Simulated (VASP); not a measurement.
A run of VASP 6.6.1:

File POSCAR:

```
MgO
1.0
    0.0000000000      2.1442107638      2.0779648331
    2.1442107638      0.0000000000      2.0779648331
    2.1442107638      2.1442107638      0.0000000000
Mg O
1 1
Direct
    0.0000000000      0.0000000000      0.0000000000
    0.5000000000      0.5000000000      0.5000000000
```

Contents of INCAR.step1:

```
  PREC = Accurate
  ENCUT = 920
  ISMEAR = 0
  SIGMA = 0.01
  LREAL = False
  LASPH = True
  NELM = 120
  NBANDS = 15
  GGA = PE
  ALGO = Normal
  EDIFF = 1E-5
  LWAVE = True
  LCHARG = False
  GGA_COMPAT = False
```

Contents of INCAR.step2:

```
  PREC = Accurate
  ENCUT = 920
  EDIFF = 1E-6
  ISMEAR = 0
  SIGMA = 0.01
  LREAL = False
  LASPH = True
  NELM = 120
  ALGO = Normal
  ISIF = 2
  LWAVE = False
  LCHARG = False
  METAGGA = R2SCAN
  LMIXTAU = True
  NBANDS = 15
  ISTART = 1
  GGA_COMPAT = False
```

The input KPOINTS:

```
regular mesh
0
Gamma
  10 10 10
```

Potentials or basis: VASP PAW PBE potentials, release 64 (Mg_sv, O).

Run with:

```sh
$ cat potpaw_PBE.64/Mg_sv/POTCAR potpaw_PBE.64/O/POTCAR > POTCAR
$ cp INCAR.step1 INCAR
$ mpirun -np 1 vasp_std > vasp.out
$ cp INCAR.step2 INCAR
$ mpirun -np 1 vasp_std > vasp.out
```

Hardware: 1 thread of Intel(R) Xeon(R) Platinum 8259CL CPU @ 2.50GHz (Skylake/Cascade Lake) (shared host).

Task: How long does it take, and how much memory?

Result: Wall time 4.3 min on 1 thread of Intel(R) Xeon(R) Platinum 8259CL CPU @ 2.50GHz (Skylake/Cascade Lake), with other jobs on the host, peak memory 0.21 GiB. Counts: k points 102.
